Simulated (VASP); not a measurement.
# AlC3 (Pm-3m) in VASP: further runs

The runs below take AlC3 through single point, relaxation of cell and atoms, with PBE.

Program: VASP 6.6.1. These are calculated values, not measurements. Logs are shortened: lines on timing, memory, paths and dates and some standing lists are left out, and cuts for length are marked.

## (1) The cell of the first run

Symmetry: Pm-3m, No. 221, cubic system. Conventional cell: a = 3.188 Å, b = 3.188 Å, c = 3.188 Å, α = 90.00°, β = 90.00°, γ = 90.00°. Al (site symmetry m-3m) has 12 C at 2.25 Å within 3.0 Å. Within 3.0 Å of C (site symmetry 4/mmm) lie 4 Al at 2.25 Å and 8 C at 2.25 Å.

## (2) Single point, PBE

INCAR

```
PREC = Accurate ; ENCUT = 520
EDIFF = 1E-6 ; ISMEAR = -1
SIGMA = 0.05 ; LREAL = False
LASPH = True ; NELM = 80
ALGO = Normal ; ISIF = 2
LWAVE = False ; LCHARG = True
GGA = PE ; LELF = True
LVHAR = True ; NBANDS = 16
```

KPOINTS

```
regular mesh
0
Gamma
  6 6 6
```

POSCAR

```
AlC3
1.0
    3.1879323821      0.0000000000      0.0000000000
    0.0000000000      3.1879323821      0.0000000000
    0.0000000000      0.0000000000      3.1879323821
Al C
1 3
Direct
    0.0000000000      0.0000000000      0.0000000000
    0.0000000000      0.5000000000      0.5000000000
    0.5000000000      0.0000000000      0.5000000000
    0.5000000000      0.5000000000      0.0000000000
```

Potentials or basis: VASP PAW PBE potentials, release 64 (Al, C).

On the command line:

```console
$ cat potpaw_PBE.64/Al/POTCAR potpaw_PBE.64/C/POTCAR > POTCAR
$ mpirun -np 1 vasp_std > vasp.out
```

OUTCAR:

```text
PREC = Accurate
   ENCUT = 520
   EDIFF = 1E-6
   ISMEAR = -1
   LREAL = False
   LASPH = True
   NELM = 80
   ISIF = 2
   GGA = PE

 ion  position               nearest neighbor table
   1  0.000  0.000  0.000-   2 2.25   3 2.25   4 2.25   2 2.25   3 2.25   2 2.25   4 2.25   2 2.25
                             3 2.25   4 2.25   3 2.25   4 2.25
   2  0.000  0.500  0.500-   1 2.25   1 2.25   1 2.25   1 2.25
   3  0.500  0.000  0.500-   1 2.25   1 2.25   1 2.25   1 2.25
   4  0.500  0.500  0.000-   1 2.25   1 2.25   1 2.25   1 2.25

  LATTYP: Found a simple cubic cell.
 ALAT       =     3.1879323821

  Lattice vectors:

 A1 = (   3.1879323821,   0.0000000000,   0.0000000000)
 A2 = (   0.0000000000,   3.1879323821,   0.0000000000)
 A3 = (   0.0000000000,   0.0000000000,   3.1879323821)

Analysis of symmetry for initial positions (statically):
=====================================================================
 Subroutine PRICEL returns:
 Original cell was already a primitive cell.

 Routine SETGRP: Setting up the symmetry group for a
 simple cubic supercell.

 Subroutine GETGRP returns: Found 48 space group operations
 (whereof 48 operations were pure point group operations)
 out of a pool of 48 trial point group operations.

The static configuration has the point symmetry O_h .

Analysis of symmetry for dynamics (positions and initial velocities):
=====================================================================
 Subroutine PRICEL returns:
 Original cell was already a primitive cell.

 Routine SETGRP: Setting up the symmetry group for a
 simple cubic supercell.

 Subroutine GETGRP returns: Found 48 space group operations
 (whereof 48 operations were pure point group operations)
 out of a pool of 48 trial point group operations.

The dynamic configuration has the point symmetry O_h .

 Subroutine INISYM returns: Found 48 space group operations
 (whereof 48 operations are pure point group operations),
 and found     1 'primitive' translations

----------------------------------------------------------------------------------------

                                     Primitive cell

  volume of cell :      32.3987

  direct lattice vectors                    reciprocal lattice vectors
     3.187932382  0.000000000  0.000000000     0.313682939  0.000000000  0.000000000
     0.000000000  3.187932382  0.000000000     0.000000000  0.313682939  0.000000000
     0.000000000  0.000000000  3.187932382     0.000000000  0.000000000  0.313682939

  length of vectors
     3.187932382  3.187932382  3.187932382     0.313682939  0.313682939  0.313682939

  position of ions in fractional coordinates (direct lattice)
     0.000000000  0.000000000  0.000000000
     0.000000000  0.500000000  0.500000000
     0.500000000  0.000000000  0.500000000
     0.500000000  0.500000000  0.000000000

  ion indices of the primitive-cell ions
   primitive index   ion index
                 1           1
                 2           2
                 3           3
                 4           4

----------------------------------------------------------------------------------------

 KPOINTS: regular mesh

Automatic generation of k-mesh.
 Grid dimensions read from file:
 generate k-points for:    6    6    6

 Generating k-lattice:

  Cartesian coordinates                     Fractional coordinates (reciprocal lattice)
     0.052280490  0.000000000  0.000000000     0.166666667  0.000000000  0.000000000
     0.000000000  0.052280490  0.000000000     0.000000000  0.166666667  0.000000000
     0.000000000  0.000000000  0.052280490     0.000000000  0.000000000  0.166666667

  Length of vectors
     0.052280490  0.052280490  0.052280490

  Shift w.r.t. Gamma in fractional coordinates (k-lattice)
     0.000000000  0.000000000  0.000000000

 Subroutine IBZKPT returns following result:
 ===========================================

 Found     20 irreducible k-points:

 Following reciprocal coordinates:
            Coordinates               Weight
  0.000000  0.000000  0.000000      1.000000
  0.166667  0.000000  0.000000      6.000000
  0.333333  0.000000  0.000000      6.000000
  0.500000  0.000000  0.000000      3.000000
  0.166667  0.166667  0.000000     12.000000
  0.333333  0.166667  0.000000     24.000000
[... 12 lines left out ...]
  0.500000  0.500000  0.333333      6.000000
  0.500000  0.500000  0.500000      1.000000
   k-points           NKPTS =     20   k-points in BZ     NKDIM =     20   number of bands    NBANDS=     16
   number of dos      NEDOS =    301   number of ions     NIONS =      4
   total plane-waves  NPLWV =  13824
   dimension x,y,z NGX =    24 NGY =   24 NGZ =   24
   dimension x,y,z NGXF=    48 NGYF=   48 NGZF=   48
   ions per type =               1   3
   NGX,Y,Z   is equivalent  to a cutoff of  12.52, 12.52, 12.52 a.u.
   NGXF,Y,Z  is equivalent  to a cutoff of  25.03, 25.03, 25.03 a.u.
 SYSTEM =  unknown system
   PREC   = accura    normal or accurate (medium, high low for compatibility)
   ISTART =      0    job   : 0-new  1-cont  2-samecut
   ICHARG =      2    charge: 1-file 2-atom 10-const
   ISPIN  =      1    spin polarized calculation?
   LNONCOLLINEAR =      F non collinear calculations
   LSORBIT =      F    spin-orbit coupling
   LASPH  =      T    aspherical Exc in radial PAW
   ENCUT  =  520.0 eV  38.22 Ry    6.18 a.u.   5.93  5.93  5.93*2*pi/ulx,y,z
   NELM   =     80;   NELMIN=  2; NELMDL= -5     # of ELM steps
   EDIFF  = 0.1E-05   stopping-criterion for ELM
   LREAL  =      F    real-space projection
   EDIFFG = 0.1E-04   stopping-criterion for IOM
   NSW    =      0    number of steps for IOM
   IBRION =     -1    ionic relax: 0-MD 1-quasi-New 2-CG
   NFREE  =      0    steps in history (QN), initial steepest desc. (CG)
   ISIF   =      2    stress and relaxation
   ISYM   =      2    0-nonsym 1-usesym 2-fastsym
   POTIM  = 0.5000    time-step for ionic-motion
   TEBEG  =    0.0;   TEEND  =   0.0 temperature during run
   PSTRESS=    0.0 pullay stress
   NELECT =      15.0000    total number of electrons
   NUPDOWN=      -1.0000    fix difference up-down
   EMIN   =  10.00;   EMAX   =-10.00  energy-range for DOS
   EFERMI =   0.00;   METHOD = LEGACY
   ISMEAR =    -1;   SIGMA  =   0.05  broadening in eV -4-tet -1-fermi 0-gaus
   EFERMI_NEDOS =   21; number of points for ismear=-14 and -15
   IALGO  =     38    algorithm
   IMIX   =      4    mixing-type and parameters
     AMIX     =   0.40;   BMIX     =  1.00
     AMIX_MAG =   1.60;   BMIX_MAG =  1.00
  volume/ion in A,a.u.               =       8.10        54.66
  Fermi-wavevector in a.u.,A,eV,Ry     =   1.266474  2.393288 21.823139  1.603955
  Thomas-Fermi vector in A             =   2.399672
   LORBIT       =      0    0 simple, 1 ext, 2 COOP (PROOUT), +10 PAW based schemes
   GGA     = PE    functional components
   LHFCALC =     F    Hartree Fock is set to
   AEXX    =    0.0000 exact exchange contribution
   IVDW    =     0    specifies the selected vdW correction
   LEPSILON=     F    determine dielectric tensor
   LRPA    =     F    only Hartree local field effects (RPA)
 non-spin polarized calculation
  energy-cutoff  :      520.00
  volume of cell :       32.40
 maximum number of plane-waves:       912
 NGX is ok and might be reduce to    24
   NGX = 11   NGY = 11   NGZ = 11

 number of electron      15.0000000 magnetization

 Free energy of the ion-electron system (eV)
  ---------------------------------------------------
  ext. energy  EPLUGINS =         0.00000000
  ---------------------------------------------------
  free energy    TOTEN  =       -20.63969611 eV

  energy without entropy =      -20.62632961  energy(sigma->0) =      -20.63301286

 E-fermi :   9.5993     XC(G=0): -12.3507

 val. band max:        9.5951285223   @ k =   0.3333   0.1667   0.1667
 cond. band min:       9.7226551340   @ k =   0.3333   0.3333   0.1667
 fundamental gap:      0.1275266116
 Fermi energy:         9.5993042327

 k-point     1 :       0.0000    0.0000    0.0000
  band No.  band energies     occupation
      1      -8.2204      2.00000
      2       2.8602      2.00000
      3       2.8602      2.00000
      4       3.4023      2.00000
      5       3.4023      2.00000
      6       3.4023      2.00000
[... 8 lines left out ...]
     15      20.2287      0.00000
     16      21.9744      0.00000

 k-point     2 :       0.1667    0.0000    0.0000
  band No.  band energies     occupation
      1      -7.8751      2.00000
      2       0.1048      2.00000
      3       3.0878      2.00000
      4       3.7189      2.00000
      5       3.7189      2.00000
      6       5.7674      2.00000
[... 8 lines left out ...]
     15      21.4715      0.00000
     16      21.9393      0.00000

 k-point     3 :       0.3333    0.0000    0.0000
  band No.  band energies     occupation
      1      -6.8597      2.00000
      2      -2.6811      2.00000
      3       3.6728      2.00000
      4       4.6186      2.00000
      5       4.6186      2.00000
      6       7.6927      2.00000
[... 8 lines left out ...]
     15      21.2404      0.00000
     16      21.2404      0.00000

 k-point     4 :       0.5000    0.0000    0.0000
  band No.  band energies     occupation
      1      -5.6028      2.00000
      2      -4.5511      2.00000
      3       4.0949      2.00000
      4       5.5251      2.00000
      5       5.5251      2.00000
      6       7.2463      2.00000
[... 8 lines left out ...]
     15      20.8380      0.00000
     16      20.8380      0.00000
[... 248 lines left out ...]
 k-point    18 :       0.5000    0.3333    0.3333
  band No.  band energies     occupation
      1      -2.9776      2.00000
      2      -2.1639      2.00000
      3       0.0550      2.00000
      4       2.1122      2.00000
      5       2.2430      2.00000
      6       2.9083      2.00000
[... 8 lines left out ...]
     15      22.8128      0.00000
     16      23.9416      0.00000

 k-point    19 :       0.5000    0.5000    0.3333
  band No.  band energies     occupation
      1      -1.4862      2.00000
      2      -1.3847      2.00000
      3      -1.3847      2.00000
      4       1.1578      2.00000
      5       2.9060      2.00000
      6       2.9912      2.00000
[... 8 lines left out ...]
     15      24.0490      0.00000
     16      24.0490      0.00000

 k-point    20 :       0.5000    0.5000    0.5000
  band No.  band energies     occupation
      1      -0.5444      2.00000
      2      -0.5444      2.00000
      3      -0.5444      2.00000
      4       1.3576      2.00000
      5       1.5595      2.00000
      6       1.5595      2.00000
[... 8 lines left out ...]
     15      25.0267      0.00000
     16      25.0267      0.00000

------------------------ aborting loop because EDIFF is reached ----------------------------------------

  FORCE on cell =-STRESS in cart. coord.  units (eV):
  Direction    XX          YY          ZZ          XY          YZ          ZX
  --------------------------------------------------------------------------------------
  -------------------------------------------------------------------------------------
  Total        1.0193476      1.0193476      1.0193476      0.0000000     -0.0000000      0.0000000
  in kB       50.4087087     50.4087087     50.4087087      0.0000000     -0.0000000      0.0000000
  external PRESSURE =      50.4087087 kB  Pullay stress =       0.0000000 kB

 VOLUME and BASIS-vectors are now :
 -----------------------------------------------------------------------------
  energy-cutoff  :      520.00
  volume of cell :       32.40
      direct lattice vectors                 reciprocal lattice vectors
     3.187932382  0.000000000  0.000000000     0.313682939  0.000000000  0.000000000
     0.000000000  3.187932382  0.000000000     0.000000000  0.313682939  0.000000000
     0.000000000  0.000000000  3.187932382     0.000000000  0.000000000  0.313682939

 POSITION                                       TOTAL-FORCE (eV/Angst)
 -----------------------------------------------------------------------------------
      0.00000      0.00000      0.00000         0.000000      0.000000      0.000000
      0.00000      1.59397      1.59397         0.000000      0.000000      0.000000
      1.59397      0.00000      1.59397         0.000000      0.000000      0.000000
      1.59397      1.59397      0.00000         0.000000      0.000000      0.000000
 -----------------------------------------------------------------------------------
    total drift:                                0.000000     -0.000000     -0.000000

  FREE ENERGIE OF THE ION-ELECTRON SYSTEM (eV)
  ---------------------------------------------------
  free  energy   TOTEN  =       -20.6396961123 eV

  energy  without entropy=      -20.6263296111  energy(sigma->0) =      -20.63301286
```

Wall time 6.3 s (1 thread of Intel Xeon Platinum 8375C at 2.90GHz (Ice Lake), shared host); peak memory 0.13 GiB.

What came out:

- Free energy: -20.6397 eV
- Pressure: 5.0 GPa

Levels at points of the mesh, in eV from the Fermi level:
| k point | band 5 | band 6 | band 7 | band 8 | band 9 | band 10 | band 11 | band 12 |
| --- | --- | --- | --- | --- | --- | --- | --- | --- |
| (0.00, 0.00, 0.00) | -6.20 | -6.20 | 1.26 | 1.26 | 1.26 | 1.92 | 4.27 | 4.27 |
| (0.50, 0.00, 0.00) | -4.07 | -2.35 | -2.35 | -2.01 | -0.58 | 0.46 | 3.75 | 3.75 |
| (0.50, 0.50, 0.00) | -1.58 | -1.58 | -1.08 | -0.70 | -0.28 | -0.28 | 4.78 | 5.36 |
| (0.50, 0.50, 0.50) | -8.04 | -8.04 | -8.04 | -1.18 | 5.10 | 5.10 | 5.10 | 5.57 |

## (3) Single point, PBE

This run uses another cell than the first one, of 7.90 Å³/atom, 0.976 times its volume.

INCAR

```
SYSTEM = AlC3
ALGO     = Normal         ! electronic algorithm
EDIFF    = 1E-7           ! SCF threshold, eV
ENCUT    = 520            ! plane-wave cutoff, eV
GGA      = PE             ! functional
ISIF     = 2              ! what is computed and relaxed
ISMEAR   = -1             ! smearing method
LASPH    = .True.         ! aspherical terms in the spheres
LCHARG   = .True.         ! write CHGCAR
LELF     = .True.         ! ELF
LREAL    = .False.        ! projectors in reciprocal space
LVHAR    = .True.       
LWAVE    = .False.        ! write WAVECAR
NBANDS   = 16             ! bands
NELM     = 60             ! most SCF steps
PREC     = Accurate       ! precision mode
SIGMA    = 0.05           ! smearing width, eV
```

KPOINTS

```
k-points
0
Gamma
  6 6 6
  0 0 0
```

POSCAR

```
AlC3
1.0
    3.1621575894      0.0000000000      0.0000000000
    0.0000000000      3.1621575894      0.0000000000
    0.0000000000      0.0000000000      3.1621575894
Al C
1 3
Direct
    0.0000000000      0.0000000000      0.0000000000
    0.0000000000      0.5000000000      0.5000000000
    0.5000000000      0.0000000000      0.5000000000
    0.5000000000      0.5000000000      0.0000000000
```

Potentials or basis: VASP PAW PBE potentials, release 64 (Al, C).

On the command line:

```console
$ cat potpaw_PBE.64/Al/POTCAR potpaw_PBE.64/C/POTCAR > POTCAR
$ mpirun -np 1 vasp_std > vasp.out
```

Run time: 6.9 s. Hardware: 1 thread of Intel Xeon Platinum 8375C at 2.90GHz (Ice Lake), shared host; peak memory 0.13 GiB.

Results (log left out):

* Free energy: -20.6030 eV
* Pressure: 10.0 GPa

Levels at points of the mesh, in eV from the Fermi level:
| k point | band 4 | band 5 | band 6 | band 7 | band 8 | band 9 | band 10 | band 11 | band 12 | band 13 |
| --- | --- | --- | --- | --- | --- | --- | --- | --- | --- | --- |
| (0.00, 0.00, 0.00) | -6.38 | -6.38 | -6.38 | 1.24 | 1.24 | 1.24 | 1.97 | 4.34 | 4.34 | 4.34 |
| (0.50, 0.00, 0.00) | -4.23 | -4.23 | -2.45 | -2.45 | -2.13 | -0.47 | 0.41 | 3.80 | 3.80 | 9.00 |
| (0.50, 0.50, 0.00) | -9.55 | -1.68 | -1.68 | -1.07 | -0.78 | -0.25 | -0.25 | 4.86 | 5.46 | 6.39 |
| (0.50, 0.50, 0.50) | -8.49 | -8.26 | -8.26 | -8.26 | -1.16 | 5.19 | 5.19 | 5.20 | 5.68 | 5.68 |

## (4) Relaxation of cell and atoms, PBE

This run uses another cell than the first one, of 8.27 Å³/atom, 1.021 times its volume.

INCAR

```
SYSTEM = AlC3
  PREC = Accurate
  ENCUT = 600
  EDIFF = 1E-6
  ISMEAR = -1
  SIGMA = 0.05
  LREAL = .False.
  LASPH = .True.
  NELM = 80
  ALGO = Normal
  ISIF = 3
  LWAVE = .False.
  LCHARG = .False.
  GGA = PE
  IBRION = 2
  NSW = 80
  EDIFFG = -0.03
```

KPOINTS

```
regular mesh
0
Gamma
  6 6 6
  0 0 0
```

POSCAR

```
AlC3
1.0
    3.2100000000      0.0000000000      0.0000000000
    0.0000000000      3.2100000000      0.0000000000
    0.0000000000      0.0000000000      3.2100000000
Al C
1 3
Direct
    0.0000000000      0.0000000000      0.0000000000
    0.0000000000      0.5000000000      0.5000000000
    0.5000000000      0.0000000000      0.5000000000
    0.5000000000      0.5000000000      0.0000000000
```

On the command line:

```console
$ cat potpaw_PBE.64/Al/POTCAR potpaw_PBE.64/C/POTCAR > POTCAR
$ mpirun -np 1 vasp_std > vasp.out
```

Run time: 11 s. Hardware: 1 thread of Intel Xeon Platinum 8375C at 2.90GHz (Ice Lake), shared host; peak memory 0.15 GiB.

Results (log left out):

- Free energy: -20.6544 eV
- Relaxed volume: 8.33 Å³/atom
- Relaxed cell: a = 3.218 Å, b = 3.218 Å, c = 3.218 Å, α = 90.00°, β = 90.00°, γ = 90.00°
- Space group after relaxing (to 0.05 Å): Pm-3m (No. 221)
- Energy gained by relaxing: 0.1 meV/atom
- Ionic steps: 2
- Pressure after relaxing: -0.3 GPa

The path:
| step | energy change (eV) | largest force (eV/Å) | pressure (GPa) | volume (Å³) |
| --- | --- | --- | --- | --- |
| 1 | 0.0000 | 0.0000 | 1.02 | 33.08 |
| 2 | -0.0006 | 0.0000 | -0.30 | 33.33 |

Final structure:
```yaml
crystal:
  lattice:
    - [3.21819, 0.00000, 0.00000]
    - [0.00000, 3.21819, 0.00000]
    - [0.00000, 0.00000, 3.21819]
  atoms:
    - { symbol: Al, position: [0.00000, 0.00000, 0.00000] }
    - { symbol: C, position: [0.00000, 0.50000, 0.50000] }
    - { symbol: C, position: [0.50000, 0.00000, 0.50000] }
    - { symbol: C, position: [0.50000, 0.50000, 0.00000] }
```

Levels at points of the mesh, in eV from the Fermi level:
| k point | band 3 | band 4 | band 5 | band 6 | band 7 | band 8 | band 9 | band 10 | band 11 |
| --- | --- | --- | --- | --- | --- | --- | --- | --- | --- |
| (0.00, 0.00, 0.00) | -6.72 | -5.99 | -5.99 | -5.99 | 1.27 | 1.27 | 1.27 | 1.85 | 4.18 |
| (0.50, 0.00, 0.00) | -5.57 | -3.90 | -3.90 | -2.24 | -2.24 | -1.88 | -0.69 | 0.52 | 3.69 |
| (0.50, 0.50, 0.00) | -11.94 | -9.08 | -1.47 | -1.47 | -1.08 | -0.61 | -0.31 | -0.31 | 4.68 |
| (0.50, 0.50, 0.50) | -10.02 | -7.96 | -7.79 | -7.79 | -7.79 | -1.20 | 4.98 | 4.98 | 4.98 |

## (5) Summary

```csv
task,cell,cutoff (eV),gap on the mesh (eV),pressure (GPa)
single point,"a = 3.188 Å, 4 atoms",520,none,5.0
single point,"a = 3.162 Å, 4 atoms",520,none,10.0
relaxation of cell and atoms,"relaxed from a = 3.210 Å, 4 atoms",600,none,-0.3
```

Alike in all rows: level PBE; potentials or basis VASP PAW PBE potentials, release 64 (Al, C); no spin polarisation; k mesh 6 × 6 × 6; smearing fermi-dirac 0.05 eV.

Total energies depend on the potentials used, so only differences within one code and one set of settings carry meaning.
